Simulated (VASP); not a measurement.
Wanted: the native input for a VASP 6.6.1 run.

* Task: single point
* Functional: PBE
* Potentials or basis: VASP PAW PBE potentials, release 64 (Li_sv)
* Cutoff: 520 eV
* k mesh: 13 × 13 × 13
* Occupations: fermi-dirac, width 0.15 eV
* Spin: no spin polarisation
* Dipole correction: no
* Further INCAR settings: ALGO = Normal; EDIFF = 1e-07; NBANDS = 8

The structure of Li lies in POSCAR:

```
Li
1.0
   -1.7777401479      1.7777401479      1.7777401479
    1.7777401479     -1.7777401479      1.7777401479
    1.7777401479      1.7777401479     -1.7777401479
Li
1
Direct
    0.0000000000      0.0000000000      0.0000000000
```

These files were run (other wordings do the same):

INCAR

```
SYSTEM = Li
  PREC = Accurate
  ENCUT = 520
  EDIFF = 1E-7
  ISMEAR = -1
  SIGMA = 0.15
  LREAL = .FALSE.
  LASPH = .TRUE.
  NELM = 80
  ALGO = Normal
  ISIF = 2
  LWAVE = .FALSE.
  LCHARG = .FALSE.
  GGA = PE
  NBANDS = 8
```

KPOINTS

```
Automatic mesh
0
G
  13 13 13
  0 0 0
```

Potentials or basis: VASP PAW PBE potentials, release 64 (Li_sv).

Run with:

```bash
$ cat potpaw_PBE.64/Li_sv/POTCAR > POTCAR
$ mpirun -np 1 vasp_std > vasp.out
```

Results of the run:

| Property | Result |
| --- | --- |
| Band gap on the k mesh | zero (an odd number of electrons rules out a gap without spin polarisation) |

Run time: 16 s on 1 thread of Intel Xeon 8259CL, on a shared host, peak memory 0.13 GiB.
